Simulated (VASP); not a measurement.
# Al2O3 (R-3c) in VASP: further runs

The runs below take Al2O3 through single point, with PBEsol.

Program: VASP 6.6.1. These are calculated values, not measurements. Logs are shortened: lines on timing, memory, paths and dates and some standing lists are left out, and cuts for length are marked.

### Step 1. The cell of the first run

The structure is trigonal, space group R-3c (No. 167). Conventional cell: a = 4.884 Å, b = 4.884 Å, c = 12.428 Å, α = 90.00°, β = 90.00°, γ = 120.00°. Al (site symmetry 3) has 6 O at 1.86 to 1.99 Å within 2.5 Å. O (site symmetry 2) has 4 Al at 1.86 to 1.99 Å and 8 O at 2.56 to 2.68 Å within 2.7 Å.

### Step 2. Single point, PBEsol

INCAR reads:

```
PREC = Accurate ; ENCUT = 520
EDIFF = 1E-6 ; ISMEAR = 0
SIGMA = 0.05 ; LREAL = False
LASPH = True ; NELM = 80
ALGO = Normal ; ISIF = 2
LWAVE = False ; LCHARG = False
GGA = PS ; NBANDS = 35
```

KPOINTS reads:

```
regular mesh
0
Gamma
  6 6 6
```

POSCAR reads:

```
Al2O3
1.0
    2.4421693582      1.4099871363      4.1427332879
   -2.4421693582      1.4099871363      4.1427332879
    0.0000000000     -2.8199742727      4.1427332879
Al O
4 6
Direct
    0.8558773135      0.8558773135      0.8558773135
    0.6441226865      0.6441226865      0.6441226865
    0.1441226865      0.1441226865      0.1441226865
    0.3558773135      0.3558773135      0.3558773135
    0.0558571577      0.4441428423      0.7500000000
    0.7500000000      0.0558571577      0.4441428423
    0.4441428423      0.7500000000      0.0558571577
    0.9441428423      0.5558571577      0.2500000000
    0.2500000000      0.9441428423      0.5558571577
    0.5558571577      0.2500000000      0.9441428423
```

Potentials or basis: VASP PAW PBE potentials, release 64 (Al, O).

Run with:

```
$ cat potpaw_PBE.64/Al/POTCAR potpaw_PBE.64/O/POTCAR > POTCAR
$ mpirun -np 1 vasp_std > vasp.out
```

OUTCAR:

```text
PREC = Accurate
   ENCUT = 520
   EDIFF = 1E-6
   ISMEAR = 0
   LREAL = False
   LASPH = True
   NELM = 80
   ISIF = 2
   GGA = PS

 ion  position               nearest neighbor table
   1  0.856  0.856  0.856-   9 1.86   8 1.86  10 1.86   7 1.99   6 1.99   5 1.99   2 2.63   3 2.88
                             3 2.88   3 2.88   2 3.20   2 3.20   2 3.20
   2  0.644  0.644  0.644-  10 1.86   8 1.86   9 1.86   6 1.99   7 1.99   5 1.99   1 2.63   4 2.88
                             4 2.88   4 2.88   1 3.20   1 3.20   1 3.20
   3  0.144  0.144  0.144-   6 1.86   5 1.86   7 1.86  10 1.99   9 1.99   8 1.99   4 2.63   1 2.88
                             1 2.88   1 2.88   4 3.20   4 3.20   4 3.20
   4  0.356  0.356  0.356-   7 1.86   5 1.86   6 1.86   9 1.99  10 1.99   8 1.99   3 2.63   2 2.88
                             2 2.88   2 2.88   3 3.20   3 3.20   3 3.20
   5  0.056  0.444  0.750-   3 1.86   4 1.86   1 1.99   2 1.99
   6  0.750  0.056  0.444-   3 1.86   4 1.86   2 1.99   1 1.99
   7  0.444  0.750  0.056-   4 1.86   3 1.86   1 1.99   2 1.99
   8  0.944  0.556  0.250-   1 1.86   2 1.86   3 1.99   4 1.99
   9  0.250  0.944  0.556-   1 1.86   2 1.86   4 1.99   3 1.99
  10  0.556  0.250  0.944-   2 1.86   1 1.86   3 1.99   4 1.99

  LATTYP: Found a trigonal (rhomboedric) cell.
 ALAT       =     5.0114363204
 COS(alpha) =     0.5250399092

  Lattice vectors:

 A1 = (   2.4421693582,   1.4099871363,   4.1427332879)
 A2 = (  -2.4421693582,   1.4099871363,   4.1427332879)
 A3 = (   0.0000000000,  -2.8199742727,   4.1427332879)

Analysis of symmetry for initial positions (statically):
=====================================================================
 Subroutine PRICEL returns:
 Original cell was already a primitive cell.

 Routine SETGRP: Setting up the symmetry group for a
 trigonal (rhombohedral) supercell.

 Subroutine GETGRP returns: Found 12 space group operations
 (whereof  6 operations were pure point group operations)
 out of a pool of 12 trial point group operations.

The static configuration has the point symmetry S_6 .
 The point group associated with its full space group is D_3d.

Analysis of symmetry for dynamics (positions and initial velocities):
=====================================================================
 Subroutine PRICEL returns:
 Original cell was already a primitive cell.

 Routine SETGRP: Setting up the symmetry group for a
 trigonal (rhombohedral) supercell.

 Subroutine GETGRP returns: Found 12 space group operations
 (whereof  6 operations were pure point group operations)
 out of a pool of 12 trial point group operations.

The dynamic configuration has the point symmetry S_6 .
 The point group associated with its full space group is D_3d.

 Subroutine INISYM returns: Found 12 space group operations
 (whereof  6 operations are pure point group operations),
 and found     1 'primitive' translations

----------------------------------------------------------------------------------------

                                     Primitive cell

  volume of cell :      85.5912

  direct lattice vectors                    reciprocal lattice vectors
     2.442169358  1.409987136  4.142733288     0.204736006  0.118204388  0.080462176
    -2.442169358  1.409987136  4.142733288    -0.204736006  0.118204388  0.080462176
     0.000000000 -2.819974273  4.142733288     0.000000000 -0.236408776  0.080462176

  length of vectors
     5.011436320  5.011436320  5.011436320     0.249726393  0.249726393  0.249726393

  position of ions in fractional coordinates (direct lattice)
     0.855877314  0.855877314  0.855877314
     0.644122686  0.644122686  0.644122686
     0.144122686  0.144122686  0.144122686
     0.355877314  0.355877314  0.355877314
     0.055857158  0.444142842  0.750000000
     0.750000000  0.055857158  0.444142842
     0.444142842  0.750000000  0.055857158
     0.944142842  0.555857158  0.250000000
     0.250000000  0.944142842  0.555857158
     0.555857158  0.250000000  0.944142842

  ion indices of the primitive-cell ions
   primitive index   ion index
                 1           1
                 2           2
                 3           3
                 4           4
                 5           5
                 6           6
                 7           7
                 8           8
                 9           9
                10          10

----------------------------------------------------------------------------------------

 KPOINTS: regular mesh

Automatic generation of k-mesh.
 Grid dimensions read from file:
 generate k-points for:    6    6    6

 Generating k-lattice:

  Cartesian coordinates                     Fractional coordinates (reciprocal lattice)
     0.034122668  0.019700731  0.013410363     0.166666667 -0.000000000  0.000000000
    -0.034122668  0.019700731  0.013410363    -0.000000000  0.166666667  0.000000000
     0.000000000 -0.039401463  0.013410363    -0.000000000 -0.000000000  0.166666667

  Length of vectors
     0.041621065  0.041621065  0.041621065

  Shift w.r.t. Gamma in fractional coordinates (k-lattice)
     0.000000000  0.000000000  0.000000000

 Subroutine IBZKPT returns following result:
 ===========================================

 Found     32 irreducible k-points:

 Following reciprocal coordinates:
            Coordinates               Weight
  0.000000  0.000000  0.000000      1.000000
  0.166667  0.000000  0.000000      6.000000
  0.333333  0.000000  0.000000      6.000000
  0.500000  0.000000 -0.000000      3.000000
  0.166667  0.166667  0.000000      6.000000
  0.333333  0.166667  0.000000     12.000000
[... 16 lines left out ...]
  0.500000  0.500000  0.166667      6.000000
 -0.333333  0.500000  0.166667     12.000000
 [... further k-points ...]
   k-points           NKPTS =     32   k-points in BZ     NKDIM =     32   number of bands    NBANDS=     35
   number of dos      NEDOS =    301   number of ions     NIONS =     10
   total plane-waves  NPLWV =  64000
   dimension x,y,z NGX =    40 NGY =   40 NGZ =   40
   dimension x,y,z NGXF=    80 NGYF=   80 NGZF=   80
   ions per type =               4   6
   NGX,Y,Z   is equivalent  to a cutoff of  13.27, 13.27, 13.27 a.u.
   NGXF,Y,Z  is equivalent  to a cutoff of  26.54, 26.54, 26.54 a.u.
 SYSTEM =  unknown system
   PREC   = accura    normal or accurate (medium, high low for compatibility)
   ISTART =      0    job   : 0-new  1-cont  2-samecut
   ICHARG =      2    charge: 1-file 2-atom 10-const
   ISPIN  =      1    spin polarized calculation?
   LNONCOLLINEAR =      F non collinear calculations
   LSORBIT =      F    spin-orbit coupling
   LASPH  =      T    aspherical Exc in radial PAW
   ENCUT  =  520.0 eV  38.22 Ry    6.18 a.u.   9.32  9.32  9.32*2*pi/ulx,y,z
   NELM   =     80;   NELMIN=  2; NELMDL= -5     # of ELM steps
   EDIFF  = 0.1E-05   stopping-criterion for ELM
   LREAL  =      F    real-space projection
   EDIFFG = 0.1E-04   stopping-criterion for IOM
   NSW    =      0    number of steps for IOM
   IBRION =     -1    ionic relax: 0-MD 1-quasi-New 2-CG
   NFREE  =      0    steps in history (QN), initial steepest desc. (CG)
   ISIF   =      2    stress and relaxation
   ISYM   =      2    0-nonsym 1-usesym 2-fastsym
   POTIM  = 0.5000    time-step for ionic-motion
   TEBEG  =    0.0;   TEEND  =   0.0 temperature during run
   PSTRESS=    0.0 pullay stress
   NELECT =      48.0000    total number of electrons
   NUPDOWN=      -1.0000    fix difference up-down
   EMIN   =  10.00;   EMAX   =-10.00  energy-range for DOS
   EFERMI =   0.00;   METHOD = LEGACY
   ISMEAR =     0;   SIGMA  =   0.05  broadening in eV -4-tet -1-fermi 0-gaus
   EFERMI_NEDOS =   21; number of points for ismear=-14 and -15
   IALGO  =     38    algorithm
   IMIX   =      4    mixing-type and parameters
     AMIX     =   0.40;   BMIX     =  1.00
     AMIX_MAG =   1.60;   BMIX_MAG =  1.00
  volume/ion in A,a.u.               =       8.56        57.76
  Fermi-wavevector in a.u.,A,eV,Ry     =   1.350037  2.551199 24.797961  1.822599
  Thomas-Fermi vector in A             =   2.477574
   LORBIT       =      0    0 simple, 1 ext, 2 COOP (PROOUT), +10 PAW based schemes
   GGA     = PS    functional components
   LHFCALC =     F    Hartree Fock is set to
   AEXX    =    0.0000 exact exchange contribution
   IVDW    =     0    specifies the selected vdW correction
   LEPSILON=     F    determine dielectric tensor
   LRPA    =     F    only Hartree local field effects (RPA)
 non-spin polarized calculation
 Gauss-broadening in eV      SIGMA  =   0.05
  energy-cutoff  :      520.00
  volume of cell :       85.59
 maximum number of plane-waves:      2320
 NGX is ok and might be reduce to    40

 number of electron      47.9999994 magnetization

 Free energy of the ion-electron system (eV)
  ---------------------------------------------------
  ext. energy  EPLUGINS =         0.00000000
  ---------------------------------------------------
  free energy    TOTEN  =       -78.35528773 eV

  energy without entropy =      -78.35528773  energy(sigma->0) =      -78.35528773

 E-fermi :   6.6765     XC(G=0): -11.9260

 val. band max:        6.4460996243   @ k =   0.0000   0.0000   0.0000
 cond. band min:      11.7486683467   @ k =   0.0000   0.0000   0.0000
 fundamental gap:      5.3025687223
 Fermi energy:         6.6764711383

 k-point     1 :       0.0000    0.0000    0.0000
  band No.  band energies     occupation
      1     -13.1068      2.00000
      2     -10.5521      2.00000
      3     -10.5521      2.00000
      4     -10.4440      2.00000
      5     -10.1938      2.00000
      6     -10.1938      2.00000
[... 27 lines left out ...]
     34      18.8148      0.00000
     35      20.3751      0.00000
[... 843 lines left out ...]
      5     -10.2847      2.00000
      6     -10.0982      2.00000
[... 27 lines left out ...]
     34      19.1017      0.00000
     35      19.2377      0.00000

 [... further k-points ...]

------------------------ aborting loop because EDIFF is reached ----------------------------------------

  FORCE on cell =-STRESS in cart. coord.  units (eV):
  Direction    XX          YY          ZZ          XY          YZ          ZX
  --------------------------------------------------------------------------------------
  -------------------------------------------------------------------------------------
  Total       -4.2507910     -4.2507910      7.5447318      0.0000000     -0.0000000      0.0000000
  in kB      -79.5703346    -79.5703346    141.2294395      0.0000000     -0.0000000      0.0000000
  external PRESSURE =      -5.9704099 kB  Pullay stress =       0.0000000 kB

 VOLUME and BASIS-vectors are now :
 -----------------------------------------------------------------------------
  energy-cutoff  :      520.00
  volume of cell :       85.59
      direct lattice vectors                 reciprocal lattice vectors
     2.442169358  1.409987136  4.142733288     0.204736006  0.118204388  0.080462176
    -2.442169358  1.409987136  4.142733288    -0.204736006  0.118204388  0.080462176
     0.000000000 -2.819974273  4.142733288     0.000000000 -0.236408776  0.080462176

 POSITION                                       TOTAL-FORCE (eV/Angst)
 -----------------------------------------------------------------------------------
      0.00000     -0.00000     10.63701        -0.000000      0.000000     -0.320514
      0.00000     -0.00000      8.00529        -0.000000     -0.000000      0.320514
      0.00000     -0.00000      1.79119        -0.000000     -0.000000      0.320514
      0.00000     -0.00000      4.42291        -0.000000      0.000000     -0.320514
     -0.94826     -1.40999      5.17842        -0.213020     -0.000000      0.000000
      1.69521     -0.11622      5.17842         0.106510     -0.184480      0.000000
     -0.74695      1.52621      5.17842         0.106510      0.184480      0.000000
      0.94826      1.40999      7.24978         0.213020      0.000000      0.000000
     -1.69521      0.11622      7.24978        -0.106510      0.184480      0.000000
      0.74695     -1.52621      7.24978        -0.106510     -0.184480      0.000000
 -----------------------------------------------------------------------------------
    total drift:                               -0.000000      0.000000     -0.000000

  FREE ENERGIE OF THE ION-ELECTRON SYSTEM (eV)
  ---------------------------------------------------
  free  energy   TOTEN  =       -78.3552877278 eV

  energy  without entropy=      -78.3552877278  energy(sigma->0) =      -78.35528773
```

Wall time 2.4 min (1 thread of Intel Xeon 8259CL, shared host); peak memory 0.26 GiB.

What came out:

* Free energy: -78.3553 eV
* Pressure: -0.6 GPa
* Largest force: 0.321 eV/Å
* Band gap on the k mesh: 5.30 eV

Forces on the atoms (eV/Å):
```
Al   0.000  0.000 -0.321
Al   0.000  0.000  0.321
Al   0.000  0.000  0.321
Al   0.000  0.000 -0.321
O   -0.213  0.000  0.000
O    0.107 -0.184  0.000
O    0.107  0.184  0.000
O    0.213  0.000  0.000
O   -0.107  0.184  0.000
O   -0.107 -0.184  0.000
```

Caveat: the stress differs along the axes, from -8 to 14 GPa; the PAW data sets were made with another functional, which shifts forces and pressure a little.

### Step 3. Single point, PBEsol

This run uses another cell than the first one, of the same volume but with other edges.

INCAR reads:

```
SYSTEM = Al2O3
PREC = Accurate
ENCUT = 520
EDIFF = 1E-6
ISMEAR = 0
SIGMA = 0.05
LREAL = .False.
LASPH = .True.
NELM = 100
ALGO = Normal
ISIF = 2
LWAVE = .False.
LCHARG = .False.
GGA = PS
NBANDS = 35
```

KPOINTS reads:

```
regular mesh
0
Gamma
  6 6 6
  0 0 0
```

POSCAR reads:

```
Al2O3
1.0
    2.3358509594      1.3486041802      4.5284363933
   -2.3358509594      1.3486041802      4.5284363933
    0.0000000000     -2.6972083604      4.5284363933
Al O
4 6
Direct
    0.8443505149      0.8443505149      0.8443505149
    0.6556494851      0.6556494851      0.6556494851
    0.1556494851      0.1556494851      0.1556494851
    0.3443505149      0.3443505149      0.3443505149
    0.0558571577      0.4441428423      0.7500000000
    0.7500000000      0.0558571577      0.4441428423
    0.4441428423      0.7500000000      0.0558571577
    0.9441428423      0.5558571577      0.2500000000
    0.2500000000      0.9441428423      0.5558571577
    0.5558571577      0.2500000000      0.9441428423
```

Potentials or basis: VASP PAW PBE potentials, release 64 (Al, O).

Run with:

```
$ cat potpaw_PBE.64/Al/POTCAR potpaw_PBE.64/O/POTCAR > POTCAR
$ mpirun -np 1 vasp_std > vasp.out
```

Wall time 2.5 min (1 thread of Intel Xeon 8259CL, shared host); peak memory 0.26 GiB.

Results (log left out):

* Free energy: -78.1579 eV
* Pressure: 1.5 GPa
* Largest force: 1.411 eV/Å
* Band gap on the k mesh: 5.91 eV

Forces on the atoms (eV/Å):
```
Al   0.000  0.000  1.411
Al   0.000  0.000 -1.411
Al   0.000  0.000 -1.411
Al   0.000  0.000  1.411
O    0.515  0.000  0.000
O   -0.258  0.446  0.000
O   -0.258 -0.446  0.000
O   -0.515  0.000  0.000
O    0.258 -0.446  0.000
O    0.258  0.446  0.000
```

Stress tensor (GPa, compression positive):
```
  8.18   0.00   0.00
  0.00   8.18   0.00
  0.00   0.00 -11.79
```

Levels at points of the mesh, in eV from the valence-band top:
```
           k point  band 20  band 21  band 22  band 23  band 24  band 25  band 26  band 27  band 28  band 29
(0.00, 0.00, 0.00)    -0.66    -0.49    -0.49     0.00     0.00     5.91     9.14    10.29    10.29    10.53
(0.50, 0.00, 0.00)    -1.55    -0.93    -0.93    -0.53    -0.53     8.79     8.79     9.37     9.37    11.85
(0.50, 0.50, 0.00)    -1.50    -1.24    -0.93    -0.91    -0.38     8.82     9.71     9.85    10.23    10.74
(0.50, 0.50, 0.50)    -2.40    -0.28    -0.28    -0.28    -0.28     8.56     8.56    11.12    11.12    11.99
```

Caveat: the stress differs along the axes, from -12 to 8 GPa; the PAW data sets were made with another functional, which shifts forces and pressure a little.
